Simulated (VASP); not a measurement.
**AlN: relaxation of shape and atoms at fixed volume with PBE**

Crystal: AlN.

```
Al N
1.0
     3.22288    0.00000    0.00000
    -1.61144    2.79110    0.00000
     0.00000    0.00000    4.02927
Al N
2 2
Direct
  0.33333 0.66667 0.75000
  0.66667 0.33333 0.25000
  0.33333 0.66667 0.25000
  0.66667 0.33333 0.75000
```

* Program: VASP 6.6.1
* Task: relaxation of shape and atoms at fixed volume
* Functional: PBE
* Potentials or basis: VASP PAW PBE potentials, release 64 (Al, N)
* Cutoff: 600 eV
* k mesh: 9 × 9 × 6
* Occupations: gaussian, width 0.02 eV
* Spin: no spin polarisation
* Dipole correction: no
* Further INCAR settings: ALGO = Normal; EDIFF = 1e-06; IBRION = 2; EDIFFG = -0.01; NSW = 50; ISIF = 4

The energy gained by relaxing is 0.1 meV/atom, the ionic steps are 2 and the pressure after relaxing is 22.7 GPa. The band gap on the k mesh is 3.99 eV.

Stress tensor (GPa, compression positive):
```
22.74  0.00  0.00
 0.00 22.74  0.00
 0.00  0.00 22.62
```

The path:
```tsv
step	energy change (eV)	largest force (eV/Å)	pressure (GPa)	volume (Å³)
1	0.0000	0.0000	22.79	36.24
2	-0.0002	0.0000	22.70	36.24
```

Final structure:
```
Al N
1.0
     3.22588    0.00000    0.00000
    -1.61294    2.79370    0.00000
     0.00000    0.00000    4.02176
Al N
2 2
Direct
  0.33333 0.66667 0.75000
  0.66667 0.33333 0.25000
  0.33333 0.66667 0.25000
  0.66667 0.33333 0.75000
```

Levels at points of the mesh, in eV from the valence-band top:
```
           k point  band 5  band 6  band 7  band 8  band 9  band 10  band 11  band 12
(0.00, 0.00, 0.00)   -3.54   -1.72   -1.72    0.00    3.99     5.18     8.73     8.73
(0.00, 0.00, 0.50)   -2.67   -2.67   -2.67   -2.67    6.28     6.28     8.83     8.83
```

It took 35 s on 1 thread of Intel Xeon 8259CL, on a shared host, peak memory 0.17 GiB.

Caveat: an odd mesh through Γ misses points on the zone boundary, where band edges can lie.
